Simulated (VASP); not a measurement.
# Sb (P6_3/mmc) in VASP: further runs, part 2 of 2

VASP 6.6.1. Earlier steps stand in the parts before.

### Step 3. Electric field gradients, PBE (volume scaled by 1.025)

File INCAR:

```
ALGO = Normal
EDIFF = 1E-8
ENCUT = 520
GGA = PE
ISIF = 2
ISMEAR = -1
LASPH = True
LCHARG = False
LEFG = True
LREAL = False
LWAVE = False
NBANDS = 12
NELM = 80
PREC = Accurate
SIGMA = 0.03
```

File KPOINTS:

```
k-points
0
Gamma
  12 12 7
```

File POSCAR:

```
Sb
1.0
    3.3968444189      0.0000000000      0.0000000000
   -1.6984222095      2.9417535595      0.0000000000
    0.0000000000      0.0000000000      5.3740515845
Sb
2
Direct
    0.3333333333      0.6666666667      0.2500000000
    0.6666666667      0.3333333333      0.7500000000
```

Potentials or basis: VASP PAW PBE potentials, release 64 (Sb).

On the command line:

```sh
> cat potpaw_PBE.64/Sb/POTCAR > POTCAR
> mpirun -np 1 vasp_std > vasp.out
```

OUTCAR:

```text
EDIFF = 1E-8
   ENCUT = 520
   GGA = PE
   ISIF = 2
   ISMEAR = -1
   LASPH = True
   LREAL = False
   NELM = 80
   PREC = Accurate

 ion  position               nearest neighbor table
   1  0.333  0.667  0.250-   2 3.33   2 3.33   2 3.33   2 3.33   2 3.33   2 3.33
   2  0.667  0.333  0.750-   1 3.33   1 3.33   1 3.33   1 3.33   1 3.33   1 3.33

  LATTYP: Found a hexagonal cell.
 ALAT       =     3.3968444189
 C/A-ratio  =     1.5820717471

  Lattice vectors:

 A1 = (   3.3968444189,   0.0000000000,   0.0000000000)
 A2 = (  -1.6984222095,   2.9417535595,   0.0000000000)
 A3 = (   0.0000000000,   0.0000000000,   5.3740515845)

Analysis of symmetry for initial positions (statically):
=====================================================================
 Subroutine PRICEL returns:
 Original cell was already a primitive cell.

 Routine SETGRP: Setting up the symmetry group for a
 hexagonal supercell.

 Subroutine GETGRP returns: Found 24 space group operations
 (whereof 12 operations were pure point group operations)
 out of a pool of 24 trial point group operations.

The static configuration has the point symmetry D_3d.
 The point group associated with its full space group is D_6h.

Analysis of symmetry for dynamics (positions and initial velocities):
=====================================================================
 Subroutine PRICEL returns:
 Original cell was already a primitive cell.

 Routine SETGRP: Setting up the symmetry group for a
 hexagonal supercell.

 Subroutine GETGRP returns: Found 24 space group operations
 (whereof 12 operations were pure point group operations)
 out of a pool of 24 trial point group operations.

The dynamic configuration has the point symmetry D_3d.
 The point group associated with its full space group is D_6h.

 Subroutine INISYM returns: Found 24 space group operations
 (whereof 12 operations are pure point group operations),
 and found     1 'primitive' translations

----------------------------------------------------------------------------------------

                                     Primitive cell

  volume of cell :      53.7012

  direct lattice vectors                    reciprocal lattice vectors
     3.396844419  0.000000000  0.000000000     0.294390875  0.169966651  0.000000000
    -1.698422209  2.941753559  0.000000000     0.000000000  0.339933302  0.000000000
     0.000000000  0.000000000  5.374051585     0.000000000  0.000000000  0.186079345

  length of vectors
     3.396844419  3.396844419  5.374051585     0.339933302  0.339933302  0.186079345

  position of ions in fractional coordinates (direct lattice)
     0.333333333  0.666666667  0.250000000
     0.666666667  0.333333333  0.750000000

  ion indices of the primitive-cell ions
   primitive index   ion index
                 1           1
                 2           2

----------------------------------------------------------------------------------------

 KPOINTS: k-points

Automatic generation of k-mesh.
 Grid dimensions read from file:
[... 78 lines left out ...]
   EMIN   =  10.00;   EMAX   =-10.00  energy-range for DOS
   EFERMI =   0.00;   METHOD = LEGACY
   ISMEAR =    -1;   SIGMA  =   0.03  broadening in eV -4-tet -1-fermi 0-gaus
   EFERMI_NEDOS =   21; number of points for ismear=-14 and -15
   IALGO  =     38    algorithm
   IMIX   =      4    mixing-type and parameters
     AMIX     =   0.40;   BMIX     =  1.00
     AMIX_MAG =   1.60;   BMIX_MAG =  1.00
  volume/ion in A,a.u.               =      26.85       181.20
  Fermi-wavevector in a.u.,A,eV,Ry     =   0.934861  1.766631 11.891009  0.873965
  Thomas-Fermi vector in A             =   2.061709
   LORBIT       =      0    0 simple, 1 ext, 2 COOP (PROOUT), +10 PAW based schemes
   GGA     = PE    functional components
   LHFCALC =     F    Hartree Fock is set to
   AEXX    =    0.0000 exact exchange contribution
   IVDW    =     0    specifies the selected vdW correction
   LEPSILON=     F    determine dielectric tensor
   LRPA    =     F    only Hartree local field effects (RPA)
 non-spin polarized calculation
  energy-cutoff  :      520.00
  volume of cell :       53.70
 maximum number of plane-waves:      1466
 NGX is ok and might be reduce to    28
   NGX = 13   NGY = 13   NGZ = 19

 number of electron      10.0000000 magnetization

 Free energy of the ion-electron system (eV)
  ---------------------------------------------------
  ext. energy  EPLUGINS =         0.00000000
  ---------------------------------------------------
  free energy    TOTEN  =        -7.72236824 eV

  energy without entropy =       -7.71936392  energy(sigma->0) =       -7.72086608

 E-fermi :   8.5998     XC(G=0): -10.2432

 val. band max:        8.5995882854   @ k =   0.3333   0.2500   0.0000
 cond. band min:       8.6624181764   @ k =   0.4167   0.0833   0.0000
 fundamental gap:      0.0628298909
 Fermi energy:         8.5997979299

 k-point     1 :       0.0000    0.0000    0.0000
  band No.  band energies     occupation
      1      -4.3889      2.00000
      2      -0.3104      2.00000
      3       2.7821      2.00000
      4      11.7957      0.00000
      5      11.7957      0.00000
      6      13.5426      0.00000
      7      13.5426      0.00000
      8      14.4269      0.00000
      9      15.8654      0.00000
     10      17.3538      0.00000
     11      18.3581      0.00000
     12      18.3581      0.00000
[... 331 lines left out ...]
 k-point    24 :       0.3333    0.0000    0.1429
  band No.  band energies     occupation
      1      -2.4257      2.00000
      2       0.6042      2.00000
      3       4.4469      2.00000
      4       5.8262      2.00000
      5       7.5608      2.00000
      6       9.3021      0.00000
      7      11.0689      0.00000
      8      12.3539      0.00000
      9      13.5113      0.00000
     10      15.7264      0.00000
     11      17.5049      0.00000
     12      18.3263      0.00000

 [... further k-points ...]
[... 5 lines left out ...]
  --------------------------------------------------------------------------------------
  -------------------------------------------------------------------------------------
  Total        0.5390282      0.5390282      0.0958416     -0.0000000      0.0000000      0.0000000
  in kB       16.0819336     16.0819336      2.8594391     -0.0000000      0.0000000      0.0000000
  external PRESSURE =      11.6744355 kB  Pullay stress =       0.0000000 kB

 VOLUME and BASIS-vectors are now :
 -----------------------------------------------------------------------------
  energy-cutoff  :      520.00
  volume of cell :       53.70
      direct lattice vectors                 reciprocal lattice vectors
     3.396844419  0.000000000  0.000000000     0.294390875  0.169966651  0.000000000
    -1.698422209  2.941753559  0.000000000     0.000000000  0.339933302  0.000000000
     0.000000000  0.000000000  5.374051585     0.000000000  0.000000000  0.186079345

 POSITION                                       TOTAL-FORCE (eV/Angst)
 -----------------------------------------------------------------------------------
     -0.00000      1.96117      1.34351         0.000000     -0.000000      0.000000
      1.69842      0.98058      4.03054        -0.000000      0.000000      0.000000
 -----------------------------------------------------------------------------------
    total drift:                                0.000000     -0.000000      0.000000

  FREE ENERGIE OF THE ION-ELECTRON SYSTEM (eV)
  ---------------------------------------------------
  free  energy   TOTEN  =        -7.7223682395 eV

  energy  without entropy=       -7.7193639213  energy(sigma->0) =       -7.72086608

 Electric field gradients (V/A^2)
---------------------------------------------------------------------
 ion       V_xx      V_yy      V_zz      V_xy      V_xz      V_yz
---------------------------------------------------------------------
   1     -11.546   -11.546    23.091     0.000     0.000    -0.000
   2     -11.546   -11.546    23.091     0.000    -0.000     0.000
---------------------------------------------------------------------

 Electric field gradients after diagonalization (V/A^2)
 (convention: |V_zz| > |V_xx| > |V_yy|)
----------------------------------------------------------------------
 ion       V_xx      V_yy      V_zz     asymmetry (V_yy - V_xx)/ V_zz
----------------------------------------------------------------------
   1     -11.546   -11.546    23.091       0.000
   2     -11.546   -11.546    23.091       0.000
----------------------------------------------------------------------

           NMR quadrupolar parameters

 Cq : quadrupolar parameter    Cq=e*Q*V_zz/h
 eta: asymmetry parameters     (V_yy - V_xx)/ V_zz
 Q  : nuclear electric quadrupole moment in mb (millibarn)
----------------------------------------------------------------------
 ion       Cq(MHz)       eta       Q (mb)
----------------------------------------------------------------------
   1       0.056       0.000       1.000
   2       0.056       0.000       1.000
----------------------------------------------------------------------
```

It took 34 s on 1 thread of Intel Xeon Platinum 8488C (Sapphire Rapids), shared host; peak memory 0.2 GiB.

Results:

```yaml
Free_energy: -7.7224 eV
Pressure: 1.2 GPa
Band_gap_on_the_k_mesh: zero (band 5 reaches 12.46 eV, above the bottom of band 6 at 5.72 eV)
```

Levels at points of the mesh, in eV from the Fermi level:
| k point | band 2 | band 3 | band 4 | band 5 | band 6 | band 7 | band 8 | band 9 |
| --- | --- | --- | --- | --- | --- | --- | --- | --- |
| (0.00, 0.00, 0.00) | -8.91 | -5.82 | 3.20 | 3.20 | 4.94 | 4.94 | 5.83 | 7.27 |
| (0.50, 0.00, 0.00) | -8.17 | -4.22 | -2.87 | -2.36 | -0.18 | 0.09 | 3.64 | 4.20 |

Electric field gradients, principal values (V/Å²):
```csv
atom,least,middle,greatest (by size)
1 Sb,-11.546,-11.546,23.091
2 Sb,-11.546,-11.546,23.091
```

Caveat: without QUAD_EFG the Cq values of the log hold for a quadrupole moment of 1 mb, not for the nuclei; spin-orbit coupling is left out, which moves the levels of the heavy elements.

### Step 4. Electric field gradients, PBE (volume scaled by 1.05)

File INCAR:

```
PREC = Accurate
ENCUT = 520
EDIFF = 1E-8
ISMEAR = -1
SIGMA = 0.03
LREAL = False
LASPH = True
NELM = 80
ALGO = Normal
ISIF = 2
LWAVE = False
LCHARG = False
GGA = PE
LEFG = True
NBANDS = 12
```

File KPOINTS:

```
Automatic mesh
0
Gamma
  12 12 7
```

File POSCAR:

```
Sb
1.0
    3.4242395086      0.0000000000      0.0000000000
   -1.7121197543      2.9654784030      0.0000000000
    0.0000000000      0.0000000000      5.4173925818
Sb
2
Direct
    0.3333333333      0.6666666667      0.2500000000
    0.6666666667      0.3333333333      0.7500000000
```

Potentials or basis: VASP PAW PBE potentials, release 64 (Sb).

On the command line:

```sh
> cat potpaw_PBE.64/Sb/POTCAR > POTCAR
> mpirun -np 1 vasp_std > vasp.out
```

OUTCAR:

```text
PREC = Accurate
   ENCUT = 520
   EDIFF = 1E-8
   ISMEAR = -1
   LREAL = False
   LASPH = True
   NELM = 80
   ISIF = 2
   GGA = PE

 ion  position               nearest neighbor table
   1  0.333  0.667  0.250-   2 3.35   2 3.35   2 3.35   2 3.35   2 3.35   2 3.35
   2  0.667  0.333  0.750-   1 3.35   1 3.35   1 3.35   1 3.35   1 3.35   1 3.35

  LATTYP: Found a hexagonal cell.
 ALAT       =     3.4242395086
 C/A-ratio  =     1.5820717471

  Lattice vectors:

 A1 = (   3.4242395086,   0.0000000000,   0.0000000000)
 A2 = (  -1.7121197543,   2.9654784030,   0.0000000000)
 A3 = (   0.0000000000,   0.0000000000,   5.4173925818)

Analysis of symmetry for initial positions (statically):
=====================================================================
 Subroutine PRICEL returns:
 Original cell was already a primitive cell.

 Routine SETGRP: Setting up the symmetry group for a
 hexagonal supercell.

 Subroutine GETGRP returns: Found 24 space group operations
 (whereof 12 operations were pure point group operations)
 out of a pool of 24 trial point group operations.

The static configuration has the point symmetry D_3d.
 The point group associated with its full space group is D_6h.

Analysis of symmetry for dynamics (positions and initial velocities):
=====================================================================
 Subroutine PRICEL returns:
 Original cell was already a primitive cell.

 Routine SETGRP: Setting up the symmetry group for a
 hexagonal supercell.

 Subroutine GETGRP returns: Found 24 space group operations
 (whereof 12 operations were pure point group operations)
[... 170 lines left out ...]
      9      15.4465      0.00000
     10      17.0069      0.00000
     11      17.9454      0.00000
     12      17.9454      0.00000
[... 331 lines left out ...]
 k-point    24 :       0.3333    0.0000    0.1429
  band No.  band energies     occupation
      1      -2.6031      2.00000
      2       0.3039      2.00000
      3       4.2299      2.00000
      4       5.5895      2.00000
      5       7.2291      2.00000
      6       8.9734      0.00000
      7      10.7024      0.00000
      8      11.9241      0.00000
      9      13.2000      0.00000
     10      15.3392      0.00000
     11      17.1086      0.00000
     12      17.9361      0.00000

 [... further k-points ...]
[... 5 lines left out ...]
  --------------------------------------------------------------------------------------
  -------------------------------------------------------------------------------------
  Total        0.0181371      0.0181371     -0.4127998      0.0000000      0.0000000      0.0000000
  in kB        0.5282362      0.5282362    -12.0226669      0.0000000      0.0000000      0.0000000
  external PRESSURE =      -3.6553982 kB  Pullay stress =       0.0000000 kB

 VOLUME and BASIS-vectors are now :
 -----------------------------------------------------------------------------
  energy-cutoff  :      520.00
  volume of cell :       55.01
      direct lattice vectors                 reciprocal lattice vectors
     3.424239509  0.000000000  0.000000000     0.292035647  0.168606859  0.000000000
    -1.712119754  2.965478403  0.000000000     0.000000000  0.337213719  0.000000000
     0.000000000  0.000000000  5.417392582     0.000000000  0.000000000  0.184590647

 POSITION                                       TOTAL-FORCE (eV/Angst)
 -----------------------------------------------------------------------------------
     -0.00000      1.97699      1.35435         0.000000      0.000000      0.000000
      1.71212      0.98849      4.06304        -0.000000     -0.000000      0.000000
 -----------------------------------------------------------------------------------
    total drift:                               -0.000000      0.000000      0.000000

  FREE ENERGIE OF THE ION-ELECTRON SYSTEM (eV)
  ---------------------------------------------------
  free  energy   TOTEN  =        -7.7255186145 eV

  energy  without entropy=       -7.7225574636  energy(sigma->0) =       -7.72403804

 Electric field gradients (V/A^2)
---------------------------------------------------------------------
 ion       V_xx      V_yy      V_zz      V_xy      V_xz      V_yz
---------------------------------------------------------------------
   1     -11.850   -11.850    23.699     0.000     0.000    -0.000
   2     -11.850   -11.850    23.699     0.000    -0.000     0.000
---------------------------------------------------------------------

 Electric field gradients after diagonalization (V/A^2)
 (convention: |V_zz| > |V_xx| > |V_yy|)
----------------------------------------------------------------------
 ion       V_xx      V_yy      V_zz     asymmetry (V_yy - V_xx)/ V_zz
----------------------------------------------------------------------
   1     -11.850   -11.850    23.699       0.000
   2     -11.850   -11.850    23.699       0.000
----------------------------------------------------------------------

           NMR quadrupolar parameters

 Cq : quadrupolar parameter    Cq=e*Q*V_zz/h
 eta: asymmetry parameters     (V_yy - V_xx)/ V_zz
 Q  : nuclear electric quadrupole moment in mb (millibarn)
----------------------------------------------------------------------
 ion       Cq(MHz)       eta       Q (mb)
----------------------------------------------------------------------
   1       0.057       0.000       1.000
   2       0.057       0.000       1.000
----------------------------------------------------------------------
```

OSZICAR:

```text
N       E                     dE             d eps       ncg     rms          rms(c)
DAV:   1     0.340756100889E+02    0.34076E+02   -0.35464E+03  1824   0.658E+02
DAV:   2    -0.584860722939E+01   -0.39924E+02   -0.38806E+02  2324   0.106E+02
DAV:   3    -0.771879883552E+01   -0.18702E+01   -0.18245E+01  2276   0.259E+01
DAV:   4    -0.773423813984E+01   -0.15439E-01   -0.15437E-01  2096   0.283E+00
DAV:   5    -0.773439783459E+01   -0.15969E-03   -0.15970E-03  2192   0.320E-01    0.232E+00
DAV:   6    -0.772847075139E+01    0.59271E-02   -0.39021E-03  2032   0.325E-01    0.131E+00
DAV:   7    -0.772547425270E+01    0.29965E-02   -0.76042E-03  1900   0.456E-01    0.532E-02
DAV:   8    -0.772551867029E+01   -0.44418E-04   -0.14171E-04  2204   0.839E-02    0.146E-02
DAV:   9    -0.772551998680E+01   -0.13165E-05   -0.32036E-06  2052   0.131E-02    0.282E-03
DAV:  10    -0.772551909089E+01    0.89591E-06   -0.28046E-07  2176   0.332E-03    0.262E-03
DAV:  11    -0.772551856052E+01    0.53037E-06   -0.11174E-08  1504   0.790E-04    0.171E-04
DAV:  12    -0.772551861453E+01   -0.54004E-07   -0.12237E-09  1128   0.260E-04    0.272E-05
DAV:  13    -0.772551861452E+01    0.73896E-11   -0.24963E-10  1020   0.122E-04
   1 F= -.77255186E+01 E0= -.77240380E+01  d E =-.296115E-02
```

Wall time 35 s (1 thread of Intel Xeon Platinum 8488C (Sapphire Rapids), shared host); peak memory 0.2 GiB.

Results:

```
Free energy            : -7.7255 eV
Pressure               : -0.4 GPa
Band gap on the k mesh : zero (band 5 reaches 12.03 eV, above the bottom of band 6 at 5.50 eV)
```

Stress tensor (GPa, compression positive):
```
 0.05  0.00  0.00
 0.00  0.05  0.00
 0.00  0.00 -1.20
```

Levels at points of the mesh, in eV from the Fermi level:
```csv
k point,band 1,band 2,band 3,band 4,band 5,band 6,band 7,band 8,band 9,band 10
"(0.00, 0.00, 0.00)",-12.80,-8.87,-5.67,3.09,3.09,4.79,4.79,5.62,7.16,8.72
"(0.50, 0.00, 0.00)",-9.46,-8.12,-4.17,-2.81,-2.29,-0.15,0.09,3.53,4.21,7.35
```

Electric field gradients, principal values (V/Å²):
```
atom    least   middle  greatest (by size)
1 Sb  -11.850  -11.850              23.699
2 Sb  -11.850  -11.850              23.699
```

Caveat: without QUAD_EFG the Cq values of the log hold for a quadrupole moment of 1 mb, not for the nuclei; spin-orbit coupling is left out, which moves the levels of the heavy elements.

### Step 5. Summary

```csv
cell,gap on the mesh (eV),pressure (GPa)
"a = 3.369, b = 3.369, c = 5.330 Å, angles 90.0, 90.0, 120.0°, 2 atoms",none,2.9
"a = 3.397, b = 3.397, c = 5.374 Å, angles 90.0, 90.0, 120.0°, 2 atoms",none,1.2
"a = 3.424, b = 3.424, c = 5.417 Å, angles 90.0, 90.0, 120.0°, 2 atoms",none,-0.4
```

Alike in all rows: task electric field gradients; level PBE; potentials or basis VASP PAW PBE potentials, release 64 (Sb); no spin polarisation; k mesh 12 × 12 × 7; cutoff (eV) 520; smearing fermi-dirac 0.03 eV.

Caveats: spin-orbit coupling is left out, which moves the levels of the heavy elements.

Absolute energies hang on the potentials; compare differences alone.
